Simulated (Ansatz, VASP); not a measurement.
**TiN in VASP and in Ansatz**

```
Ti N
1.0
     0.00000    2.11900    2.11900
     2.11900    0.00000    2.11900
     2.11900    2.11900    0.00000
Ti N
1 1
Direct
  0.00000 0.00000 0.00000
  0.50000 0.50000 0.50000
```

Alike in both runs: task single point; functional revPBE; k mesh 5 × 5 × 5; no spin polarisation.

|  | VASP | Ansatz |
| --- | --- | --- |
| version | VASP 6.6.1 | Ansatz 0.2.0 |
| potentials or method | VASP PAW PBE potentials, release 64 (Ti_sv, N) | plane waves, PAW |
| plane-wave cutoff (eV) | 600 | 420 |
| occupations | fermi-dirac, width 0.1 eV | fermi-dirac |
| valence electrons in the cell | 17 | 17 |

|  | VASP | Ansatz | Ansatz less VASP |
| --- | --- | --- | --- |
| pressure (GPa) | 6.2 | 5.9 | -0.37 |

VASP's potentials were made for PBE, not for revPBE.

The k mesh is coarse, so the values compare programs but aren't converged.
